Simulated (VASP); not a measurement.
# Bi2H in VASP: notebook, part 2 of 2

VASP 6.6.1. Earlier steps stand in the parts before.

## Step 3: Single point, PBE+D3(BJ), collinear spin

File INCAR:

```
PREC = Accurate
ENCUT = 520
EDIFF = 1E-7
ISMEAR = 0
SIGMA = 0.05
LREAL = F
LASPH = T
NELM = 150
ALGO = Normal
ISIF = 2
LWAVE = F
LCHARG = T
ISPIN = 2
MAGMOM = 0 0 1
LORBIT = 11
LDIPOL = T
IDIPOL = 3
DIPOL = 0.5 0.5 0.305
GGA = PE
IVDW = 12
LELF = T
LVHAR = T
LVACPOTAV = T
NBANDS = 26
```

File KPOINTS:

```
Automatic mesh
0
Gamma
  6 6 1
```

File POSCAR:

```
Bi2H
1.0
    4.2790193530      0.0000000000      0.0000000000
   -2.1395096765      3.7057394630      0.0000000000
    0.0000000000      0.0000000000     17.2471505494
Bi H
2 1
Direct
    0.3333333333      0.6666666667      0.3332231914
    0.6666666667      0.3333333333      0.2319223682
    0.6666666667      1.3333333333      0.3501454484
```

Potentials or basis: VASP PAW PBE potentials, release 64 (Bi_d, H).

Command:

```
cat potpaw_PBE.64/Bi_d/POTCAR potpaw_PBE.64/H/POTCAR > POTCAR
mpirun -np 1 vasp_std > vasp.out
```

OUTCAR:

```text
PREC = Accurate
   ENCUT = 520
   EDIFF = 1E-7
   ISMEAR = 0
   LREAL = F
   LASPH = T
   NELM = 150
   ISIF = 2
   ISPIN = 2
   LORBIT = 11
   GGA = PE
   IVDW = 12
 IVDW          = 12

 ion  position               nearest neighbor table
   1  0.333  0.667  0.333-   2 3.03   2 3.03   2 3.03
   2  0.667  0.333  0.232-   3 2.04   1 3.03   1 3.03   1 3.03
   3  0.667  0.333  0.350-   2 2.04

  LATTYP: Found a hexagonal cell.
 ALAT       =     4.2790193530
 C/A-ratio  =     4.0306315832
[... 616 lines left out ...]
  energy-cutoff  :      520.00
  volume of cell :      273.49
      direct lattice vectors                 reciprocal lattice vectors
     4.279019353  0.000000000  0.000000000     0.233698406  0.134925837  0.000000000
    -2.139509676  3.705739463  0.000000000     0.000000000  0.269851675  0.000000000
     0.000000000  0.000000000 17.247150549     0.000000000  0.000000000  0.057980592

 POSITION                                       TOTAL-FORCE (eV/Angst)
 -----------------------------------------------------------------------------------
     -0.00000      2.47049      5.74715        -0.000000      0.000000      0.199318
      2.13951      1.23525      4.00000        -0.000000      0.000000     -0.195731
      2.13951      1.23525      6.03901         0.000000     -0.000000     -0.003587
 -----------------------------------------------------------------------------------
    total drift:                               -0.000000      0.000000     -0.001367

  FREE ENERGIE OF THE ION-ELECTRON SYSTEM (eV)
  ---------------------------------------------------
  free  energy   TOTEN  =        -9.7237337698 eV

  energy  without entropy=       -9.7205818484  energy(sigma->0) =       -9.72215781

 vacuum level on the upper side and lower side of the slab         3.105         2.355

 total charge

# of ion       s       p       d       tot
------------------------------------------
    1        1.564   1.315   9.922  12.801
    2        1.526   1.378   9.927  12.831
    3        0.466   0.012   0.000   0.478
--------------------------------------------------
tot          3.557   2.705  19.849  26.110

 magnetization (x)

# of ion       s       p       d       tot
------------------------------------------
    1        0.002  -0.003   0.001   0.000
    2        0.000   0.022   0.000   0.022
    3        0.010   0.000   0.000   0.010
--------------------------------------------------
tot          0.012   0.019   0.001   0.033
```

OSZICAR:

```text
N       E                     dE             d eps       ncg     rms          rms(c)
DAV:   1     0.257669692150E+03    0.25767E+03   -0.14528E+04   840   0.976E+02
DAV:   2     0.127769139855E+02   -0.24489E+03   -0.23778E+03   830   0.269E+02
[... 23 lines left out ...]
DAV:  26    -0.919776635980E+01   -0.19131E-05   -0.22788E-07   674   0.243E-03    0.219E-04
DAV:  27    -0.919776680421E+01   -0.44441E-06   -0.80530E-08   662   0.184E-03    0.146E-04
DAV:  28    -0.919776728013E+01   -0.47592E-06   -0.25972E-08   624   0.718E-04    0.112E-04
DAV:  29    -0.919776760820E+01   -0.32808E-06   -0.21222E-08   610   0.717E-04    0.612E-05
DAV:  30    -0.919776783166E+01   -0.22346E-06   -0.10342E-08   606   0.398E-04    0.405E-05
DAV:  31    -0.919776790803E+01   -0.76370E-07   -0.21560E-09   554   0.181E-04
   1 F= -.97237338E+01 E0= -.97221578E+01  d E =-.315192E-02  mag=     0.0851
```

stdout:

```text
POSCAR found type information on POSCAR BiH
 POSCAR found :  2 types and       3 ions
 scaLAPACK will be used
 LDA part: xc-table for (Slater+PW92), standard interpolation
 POSCAR, INCAR and KPOINTS ok, starting setup
 FFT: planning ... GRIDC
 FFT: planning ... GRID_SOFT
 FFT: planning ... GRID
 WAVECAR not read
 entering main loop
 -----------------------------------------------------------------------------
|                                                                             |
|           W    W    AA    RRRRR   N    N  II  N    N   GGGG   !!!           |
|           W    W   A  A   R    R  NN   N  II  NN   N  G    G  !!!           |
|           W    W  A    A  R    R  N N  N  II  N N  N  G       !!!           |
|           W WW W  AAAAAA  RRRRR   N  N N  II  N  N N  G  GGG   !            |
|           WW  WW  A    A  R   R   N   NN  II  N   NN  G    G                |
|           W    W  A    A  R    R  N    N  II  N    N   GGGG   !!!           |
|                                                                             |
|     Did not find any points to average over, which means that no vacuum     |
|     field-free region was found. Please increase the size of  your cell     |
|     in the dimension of the dipole correction to obtain accurate            |
|     workfunction values.                                                    |
|                                                                             |
 -----------------------------------------------------------------------------
```

Run time: 2.4 min. Hardware: 1 thread of Intel Xeon 6975P-C (Granite Rapids), shared host; peak memory 0.45 GiB.

Results:

```
Free energy                                           : -9.7237 eV
Largest force                                         : 0.199 eV/Å
Net moment                                            : 0.09 μB per cell
Site moments                                          : Bi +0.00, +0.02; H +0.01 μB
Valence electrons inside the program's atomic spheres : Bi 12.80, 12.83; H 0.48
Dispersion energy per atom                            : -0.175 eV
```

Forces in eV/Å, atoms in the order of the input:
```
Bi   0.000  0.000  0.199
Bi   0.000  0.000 -0.196
H    0.000  0.000 -0.004
```

Levels at points of the mesh, in eV from the Fermi level:
Spin up:
| k point | band 14 | band 15 | band 16 | band 17 | band 18 | band 19 |
| --- | --- | --- | --- | --- | --- | --- |
| (0.00, 0.00, 0.00) | -1.79 | -0.89 | -0.89 | 1.76 | 1.76 | 1.79 |
| (0.50, 0.00, 0.00) | -3.17 | -2.39 | -0.30 | 0.89 | 2.24 | 2.24 |
Spin down:
| k point | band 12 | band 13 | band 14 | band 15 | band 16 | band 17 | band 18 | band 19 | band 20 | band 21 |
| --- | --- | --- | --- | --- | --- | --- | --- | --- | --- | --- |
| (0.00, 0.00, 0.00) | -9.43 | -3.32 | -1.77 | -0.87 | -0.87 | 1.78 | 1.78 | 1.83 | 3.10 | 3.55 |
| (0.50, 0.00, 0.00) | -10.53 | -5.57 | -3.14 | -2.37 | -0.29 | 0.93 | 2.27 | 2.28 | 4.54 | 5.26 |

Caveat: spin-orbit coupling is left out, which moves the levels of the heavy elements.

## Step 4: Single point, PBE+D3(BJ), collinear spin

File INCAR:

```
SYSTEM = Bi2H
PREC = Accurate
ENCUT = 520
EDIFF = 1E-7
ISMEAR = 0
SIGMA = 0.05
LREAL = .False.
LASPH = .True.
NELM = 150
ALGO = Normal
ISIF = 2
LWAVE = .False.
LCHARG = .True.
ISPIN = 2
MAGMOM = 0 0 1
LORBIT = 11
LDIPOL = .True.
IDIPOL = 3
DIPOL = 0.5 0.5 0.288
GGA = PE
IVDW = 12
LELF = .True.
LVHAR = .True.
LVACPOTAV = .True.
NBANDS = 26
```

File KPOINTS:

```
Automatic mesh
0
Gamma
  6 6 1
  0 0 0
```

Edit POSCAR of step 3 so:

```diff
@@ -10,2 +10,2 @@
     0.6666666667      0.3333333333      0.2319223682
-    0.6666666667      1.3333333333      0.3501454484
+    1.0000000000      1.0000000000      0.2978869846
```

Potentials or basis: VASP PAW PBE potentials, release 64 (Bi_d, H).

Command:

```
cat potpaw_PBE.64/Bi_d/POTCAR potpaw_PBE.64/H/POTCAR > POTCAR
mpirun -np 1 vasp_std > vasp.out
```

OUTCAR:

```text
SYSTEM = Bi2H
   PREC = Accurate
   ENCUT = 520
   EDIFF = 1E-7
   ISMEAR = 0
   LREAL = .False.
   LASPH = .True.
   NELM = 150
   ISIF = 2
   ISPIN = 2
   LORBIT = 11
   GGA = PE
   IVDW = 12
 IVDW          = 12

 ion  position               nearest neighbor table
   1  0.333  0.667  0.333-   2 3.03   2 3.03   2 3.03
   2  0.667  0.333  0.232-   1 3.03   1 3.03   1 3.03
   3  0.000  0.000  0.298-

  LATTYP: Found a hexagonal cell.
 ALAT       =     4.2790193530
 C/A-ratio  =     4.0306315832

  Lattice vectors:

 A1 = (   4.2790193530,   0.0000000000,   0.0000000000)
 A2 = (  -2.1395096765,   3.7057394630,   0.0000000000)
 A3 = (   0.0000000000,   0.0000000000,  17.2471505494)

Analysis of symmetry for initial positions (statically):
=====================================================================
 Subroutine PRICEL returns:
 Original cell was already a primitive cell.

[... 591 lines left out ...]

------------------------ aborting loop because EDIFF is reached ----------------------------------------

 Edisp (eV)   -0.55649

 E8    (eV) :    -0.2760

  FORCE on cell =-STRESS in cart. coord.  units (eV):
  Direction    XX          YY          ZZ          XY          YZ          ZX
  --------------------------------------------------------------------------------------
  -------------------------------------------------------------------------------------
  Total       0.52941     0.52941     0.38462     0.00000     0.00000     0.00000
  in kB       3.10143     3.10143     2.25324     0.00000     0.00000     0.00000
  external pressure =        2.82 kB  Pullay stress =        0.00 kB

 VOLUME and BASIS-vectors are now :
 -----------------------------------------------------------------------------
  energy-cutoff  :      520.00
  volume of cell :      273.49
      direct lattice vectors                 reciprocal lattice vectors
     4.279019353  0.000000000  0.000000000     0.233698406  0.134925837  0.000000000
    -2.139509676  3.705739463  0.000000000     0.000000000  0.269851675  0.000000000
     0.000000000  0.000000000 17.247150549     0.000000000  0.000000000  0.057980592

 POSITION                                       TOTAL-FORCE (eV/Angst)
 -----------------------------------------------------------------------------------
     -0.00000      2.47049      5.74715         0.000000      0.000000      0.250734
      2.13951      1.23525      4.00000        -0.000000     -0.000000     -0.246723
      0.00000      0.00000      5.13770         0.000000     -0.000000     -0.004011
 -----------------------------------------------------------------------------------
    total drift:                                0.000000      0.000000     -0.001235

  FREE ENERGIE OF THE ION-ELECTRON SYSTEM (eV)
  ---------------------------------------------------
  free  energy   TOTEN  =        -9.9475423253 eV

  energy  without entropy=       -9.9451187363  energy(sigma->0) =       -9.94633053

 vacuum level on the upper side and lower side of the slab         2.732         2.835

 total charge

# of ion       s       p       d       tot
------------------------------------------
    1        1.548   1.315   9.923  12.786
    2        1.543   1.327   9.916  12.786
    3        0.430   0.008   0.000   0.438
--------------------------------------------------
tot          3.521   2.649  19.839  26.009

 magnetization (x)

# of ion       s       p       d       tot
------------------------------------------
    1        0.000   0.000  -0.000   0.000
    2        0.000  -0.000  -0.000  -0.000
    3       -0.000  -0.000   0.000  -0.000
--------------------------------------------------
tot         -0.000  -0.000  -0.000  -0.000
```

OSZICAR:

```text
N       E                     dE             d eps       ncg     rms          rms(c)
DAV:   1     0.255967808500E+03    0.25597E+03   -0.14542E+04   848   0.976E+02
[... 25 lines left out ...]
DAV:  27    -0.939105446262E+01   -0.25843E-05   -0.41670E-07   684   0.323E-03    0.292E-04
DAV:  28    -0.939105542426E+01   -0.96165E-06   -0.30607E-07   672   0.301E-03    0.268E-04
DAV:  29    -0.939105559629E+01   -0.17203E-06   -0.87177E-08   682   0.172E-03    0.259E-04
DAV:  30    -0.939105576105E+01   -0.16476E-06   -0.39278E-08   626   0.116E-03    0.121E-04
DAV:  31    -0.939105601331E+01   -0.25227E-06   -0.22138E-08   568   0.829E-04    0.108E-04
DAV:  32    -0.939105613903E+01   -0.12572E-06   -0.10599E-08   584   0.437E-04    0.855E-05
DAV:  33    -0.939105621292E+01   -0.73882E-07   -0.31575E-09   574   0.247E-04
   1 F= -.99475423E+01 E0= -.99463305E+01  d E =-.242359E-02  mag=    -0.0000
```

stdout:

```text
POSCAR found type information on POSCAR BiH
 POSCAR found :  2 types and       3 ions
 scaLAPACK will be used
 LDA part: xc-table for (Slater+PW92), standard interpolation
 POSCAR, INCAR and KPOINTS ok, starting setup
 FFT: planning ... GRIDC
 FFT: planning ... GRID_SOFT
 FFT: planning ... GRID
 WAVECAR not read
 entering main loop
 -----------------------------------------------------------------------------
|                                                                             |
|           W    W    AA    RRRRR   N    N  II  N    N   GGGG   !!!           |
|           W    W   A  A   R    R  NN   N  II  NN   N  G    G  !!!           |
|           W    W  A    A  R    R  N N  N  II  N N  N  G       !!!           |
|           W WW W  AAAAAA  RRRRR   N  N N  II  N  N N  G  GGG   !            |
|           WW  WW  A    A  R   R   N   NN  II  N   NN  G    G                |
|           W    W  A    A  R    R  N    N  II  N    N   GGGG   !!!           |
|                                                                             |
|     Did not find any points to average over, which means that no vacuum     |
|     field-free region was found. Please increase the size of  your cell     |
|     in the dimension of the dipole correction to obtain accurate            |
|     workfunction values.                                                    |
|                                                                             |
 -----------------------------------------------------------------------------
```

It took 1.9 min on 1 thread of Intel Xeon 6975P-C (Granite Rapids), shared host; peak memory 0.47 GiB.

Results:

```yaml
Free_energy: -9.9475 eV
Largest_force: 0.251 eV/Å
Net_moment: 0.00 μB per cell
Valence_electrons_inside_the_program's_atomic_spheres: Bi 12.79; H 0.44
Dispersion_energy_per_atom: -0.185 eV
```

Forces in eV/Å, atoms in the order of the input:
```
Bi   0.000  0.000  0.251
Bi   0.000  0.000 -0.247
H    0.000  0.000 -0.004
```

Caveat: spin-orbit coupling is left out, which moves the levels of the heavy elements.

## Step 5: Relaxation of the atoms, PBE+D3(BJ), collinear spin

File INCAR:

```
SYSTEM = Bi2H
PREC = Accurate ; ENCUT = 520
EDIFF = 1E-6 ; ISMEAR = 0
SIGMA = 0.05 ; LREAL = .FALSE.
LASPH = .TRUE. ; NELM = 150
ALGO = Normal ; ISIF = 2
LWAVE = .FALSE. ; LCHARG = .FALSE.
ISPIN = 2 ; MAGMOM = 0 0 1
LORBIT = 11 ; LDIPOL = .TRUE.
IDIPOL = 3 ; DIPOL = 0.5 0.5 0.334
GGA = PE ; IVDW = 12
IBRION = 2 ; NSW = 36
EDIFFG = -0.025
```

File KPOINTS:

```
regular mesh
0
G
  6 6 1
  0 0 0
```

File POSCAR:

```
Bi2H
1.0
    4.2790193530      0.0000000000      0.0000000000
   -2.1395096765      3.7057394630      0.0000000000
    0.0000000000      0.0000000000     17.2471505494
Bi H
2 1
Selective dynamics
Direct
    0.3333333333      0.6666666667      0.3332231914  F F F
    0.6666666667      0.3333333333      0.2319223682  F F F
    0.3333333333      0.6666666667      0.4375882571  F F T
```

Command:

```
cat potpaw_PBE.64/Bi_d/POTCAR potpaw_PBE.64/H/POTCAR > POTCAR
mpirun -np 1 vasp_std > vasp.out
```

Wall time 9 min (1 thread of Oxide Virtual Turin-like, shared host); peak memory 0.44 GiB.

The run converged. Its results:

| Item | Value |
| --- | --- |
| Free energy | -9.9189 eV |
| Energy gained by relaxing | 10.6 meV/atom |
| Ionic steps | 3 |
| Net moment | 0.33 μB per cell |
| Site moments | Bi +0.02, +0.08; H +0.05 μB |
| Valence electrons inside the program's atomic spheres | Bi 12.87, 12.79; H 0.49 |
| Dispersion energy per atom | -0.166 eV |

Step by step:
| step | energy change (eV) | largest force on free atoms (eV/Å) | pressure (GPa) |
| --- | --- | --- | --- |
| 1 | 0.0000 | 0.7808 | 0.79 |
| 2 | -0.0222 | 0.4069 | 0.66 |
| 3 | -0.0317 | 0.0232 | 0.49 |

Final structure:
```
Bi H
1.0
     4.27902    0.00000    0.00000
    -2.13951    3.70574    0.00000
     0.00000    0.00000   17.24715
Bi H
2 1
Cartesian
  0.0000 2.4705 5.7472
  2.1395 1.2352 4.0000
  0.0000 2.4705 7.6371
```

Levels at points of the mesh, in eV from the Fermi level:
Spin up:
```
           k point  band 14  band 15  band 16  band 17  band 18  band 19
(0.00, 0.00, 0.00)    -0.44    -0.44    -0.28     2.09     2.09     2.41
(0.50, 0.00, 0.00)    -3.07    -1.92    -0.71     1.18     2.62     3.28
```
Spin down:
| k point | band 11 | band 12 | band 13 | band 14 | band 15 | band 16 | band 17 | band 18 | band 19 | band 20 |
| --- | --- | --- | --- | --- | --- | --- | --- | --- | --- | --- |
| (0.00, 0.00, 0.00) | -13.01 | -9.34 | -3.42 | -0.37 | -0.37 | -0.18 | 2.17 | 2.17 | 2.57 | 3.39 |
| (0.50, 0.00, 0.00) | -11.51 | -10.23 | -4.40 | -3.00 | -1.85 | -0.47 | 1.24 | 2.73 | 3.41 | 4.61 |

Caveat: spin-orbit coupling is left out, which moves the levels of the heavy elements.

## Step 6: Relaxation of the atoms, PBE+D3(BJ), collinear spin

File INCAR:

```
SYSTEM = Bi2H
PREC = Accurate ; ENCUT = 520
EDIFF = 1E-6 ; ISMEAR = 0
SIGMA = 0.05 ; LREAL = .False.
LASPH = .True. ; NELM = 150
ALGO = Fast ; ISIF = 2
LWAVE = .False. ; LCHARG = .False.
ISPIN = 2 ; MAGMOM = 0 0 1
LORBIT = 11 ; LDIPOL = .True.
IDIPOL = 3 ; DIPOL = 0.5 0.5 0.288
GGA = PE ; IVDW = 12
IBRION = 2 ; NSW = 36
EDIFFG = -0.025
```

File KPOINTS:

```
regular mesh
0
Gamma
  6 6 1
  0 0 0
```

Edit POSCAR of step 5 so:

```diff
@@ -11,2 +11,2 @@
     0.6666666667      0.3333333333      0.2319223682  F F F
-    0.3333333333      0.6666666667      0.4375882571  F F T
+    1.0000000000      1.0000000000      0.2978869846  F F T
```

Potentials or basis: VASP PAW PBE potentials, release 64 (Bi_d, H).

Command:

```
cat potpaw_PBE.64/Bi_d/POTCAR potpaw_PBE.64/H/POTCAR > POTCAR
mpirun -np 1 vasp_std > vasp.out
```

Run time: 4.6 min. Hardware: 1 thread of Oxide Virtual Turin-like, shared host; peak memory 0.43 GiB.

Results (log left out):

* Free energy: -9.9475 eV
* Net moment: 0.00 μB per cell
* Valence electrons inside the program's atomic spheres: Bi 12.79; H 0.44
* Dispersion energy per atom: -0.185 eV

Final structure:
```yaml
crystal:
  lattice:
    - [4.27902, 0.00000, 0.00000]
    - [-2.13951, 3.70574, 0.00000]
    - [0.00000, 0.00000, 17.24715]
  atoms:
    - { symbol: Bi, position: [0.33333, 0.66667, 0.33322] }
    - { symbol: Bi, position: [0.66667, 0.33333, 0.23192] }
    - { symbol: H, position: [0.00000, 0.00000, 0.29789] }
```

Levels at points of the mesh, in eV from the Fermi level:
Spin up:
```tsv
k point	band 13	band 14	band 15	band 16	band 17	band 18	band 19	band 20
(0.00, 0.00, 0.00)	-2.49	-0.86	-0.76	-0.76	-0.08	1.54	1.54	3.13
(0.50, 0.00, 0.00)	-5.47	-2.69	-2.39	-1.15	1.22	2.37	2.51	5.09
```
Spin down:
```
           k point  band 14  band 15  band 16  band 17  band 18  band 19
(0.00, 0.00, 0.00)    -0.86    -0.76    -0.76    -0.08     1.54     1.54
(0.50, 0.00, 0.00)    -2.69    -2.39    -1.15     1.22     2.38     2.51
```

Caveat: the relaxation stopped at its first step, so nothing moved; spin-orbit coupling is left out, which moves the levels of the heavy elements.

## Step 7: The runs side by side

```tsv
task	cell	atoms held fixed (from 0)	gap on the mesh (eV)	moment (μB)	largest force (eV/Å)
single point	as given, atomic positions A	-	none	0.33	0.09
single point	as given, atomic positions B	-	none	0.09	0.20
single point	as given, atomic positions C	-	none	0.00	0.25
relaxation of the atoms	atoms relaxed, atomic positions D	[0, 1, 2]	none	0.33	-
relaxation of the atoms	atoms relaxed, atomic positions C	[0, 1, 2]	none	0.00	-
```

Alike in all rows: level PBE+D3(BJ); potentials or basis VASP PAW PBE potentials, release 64 (Bi_d, H); spin collinear; k mesh 6 × 6 × 1; cutoff (eV) 520; smearing gaussian 0.05 eV.

Caveats: spin-orbit coupling is left out, which moves the levels of the heavy elements; the relaxation stopped at its first step, so nothing moved (at least some runs).

Total energies depend on the potentials used, so only differences within one code and one set of settings carry meaning.
